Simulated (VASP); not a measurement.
Runs of VASP 6.6.1 on ZrC. The structure is that of space group Fm-3m (No. 225), or close to it. The cells are those of the table. 

| task | cell | k mesh | gap on the mesh (eV) | pressure (GPa) |
| --- | --- | --- | --- | --- |
| single point | a = 3.324 Å, angles 60.0°, 2 atoms | 21 × 21 × 21 | none | (a) |
| single point | a = 3.357, b = 3.357, c = 3.390 Å, angles 59.7, 59.7, 60.7°, 2 atoms | 15 × 15 × 15 | none | -6.7 |
| electric field gradients | a = 3.307, b = 3.307, c = 3.324 Å, angles 59.8, 59.8, 60.3°, 2 atoms | 15 × 15 × 15 | none | 3.8 |
| electric field gradients | a = 3.274, b = 3.274, c = 3.224 Å, angles 60.5, 60.5, 59.0°, 2 atoms | 15 × 15 × 15 | none | 17.5 |
| single point | a = 3.374, b = 3.374, c = 3.324 Å, angles 60.5, 60.5, 59.0°, 2 atoms | 15 × 15 × 15 | none | -4.6 |
| single point | a = 3.307, b = 3.307, c = 3.290 Å, angles 60.2, 60.2, 59.7°, 2 atoms | 15 × 15 × 15 | none | (b) |
| single point | a = 3.324 Å, angles 60.0°, 2 atoms | 11 × 11 × 11 | none | 1.5 |
| single point | a = 3.274, b = 3.274, c = 3.224 Å, angles 60.5, 60.5, 59.0°, 2 atoms | 15 × 15 × 15 | none | 17.5 |

Alike in all rows: level PBE; potentials or basis VASP PAW PBE potentials, release 64 (Zr_sv, C); no spin polarisation; cutoff (eV) 520; smearing fermi-dirac 0.05 eV.

Question: Estimate the missing entries.

Answer: (a) 1.4; (b) 6.2.

Caveats: the cell stands under pressure (at least some runs); the cell stands under tension (at least some runs).

A k mesh can miss the band edges, and the runs leave out spin-orbit coupling on Zr.

A gap of «none» marks levels without a gap at the run's occupations.
